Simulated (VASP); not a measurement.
Write the native input for VASP 6.6.1 that does the following.

- Task: relaxation of cell and atoms
- Functional: PBEsol
- Potentials or basis: VASP PAW PBE potentials, release 64 (Al, Ni)
- Cutoff: 600 eV
- k mesh: 14 × 14 × 14
- Occupations: gaussian, width 0.1 eV
- Spin: no spin polarisation
- Target pressure: 4 GPa
- Dipole correction: no
- Further INCAR settings: ALGO = Fast; EDIFF = 1e-07; IBRION = 2; EDIFFG = -0.008; NSW = 70; ISIF = 3

The structure of AlNi lies in POSCAR:

```
AlNi
1.0
    2.8412011142      0.0000000000      0.0000000000
    0.0000000000      2.8412011142      0.0000000000
    0.0000000000      0.0000000000      2.8412011142
Al Ni
1 1
Direct
    0.5000000000      0.5000000000      0.5000000000
    0.0000000000      0.0000000000      0.0000000000
```

One way to write it, as run:

INCAR

```
SYSTEM = AlNi
PREC     = Accurate       ! precision mode
ENCUT    = 600            ! plane-wave cutoff, eV
EDIFF    = 1E-7           ! SCF threshold, eV
ISMEAR   = 0              ! smearing method
SIGMA    = 0.1            ! smearing width, eV
LREAL    = .FALSE.        ! projectors in reciprocal space
LASPH    = .TRUE.         ! aspherical terms in the spheres
NELM     = 80             ! most SCF steps
ALGO     = Fast           ! electronic algorithm
ISIF     = 3              ! what is computed and relaxed
LWAVE    = .FALSE.        ! write WAVECAR
LCHARG   = .FALSE.        ! write CHGCAR
GGA      = PS             ! functional
IBRION   = 2              ! ionic algorithm
NSW      = 70             ! ionic steps
EDIFFG   = -0.008         ! ionic threshold
PSTRESS  = 40.0
```

KPOINTS

```
regular mesh
0
G
  14 14 14
  0 0 0
```

Potentials or basis: VASP PAW PBE potentials, release 64 (Al, Ni).

Command:

```console
$ cat potpaw_PBE.64/Al/POTCAR potpaw_PBE.64/Ni/POTCAR > POTCAR
$ mpirun -np 1 vasp_std > vasp.out
```

Results of the run:

```yaml
Relaxed_volume: 11.48 Å³/atom
Relaxed_cell: a = 2.842 Å, b = 2.842 Å, c = 2.842 Å, α = 90.00°, β = 90.00°, γ = 90.00°
Space_group_after_relaxing_to_0.05_Å: Pm-3m (No. 221)
Energy_change_on_relaxing_the_enthalpy_is_what_falls: -0.2 meV/atom
Ionic_steps: 3
Pressure_after_relaxing: 4.0 GPa
```

Caveat: the cell is relaxed towards a set pressure, so the enthalpy falls and the energy may rise; the PAW data sets were made with another functional, which shifts forces and pressure a little.

Run time: 54 s on 1 thread of Intel(R) Xeon(R) Platinum 8375C CPU @ 2.90GHz (Ice Lake), with other jobs on the host, peak memory 0.17 GiB.
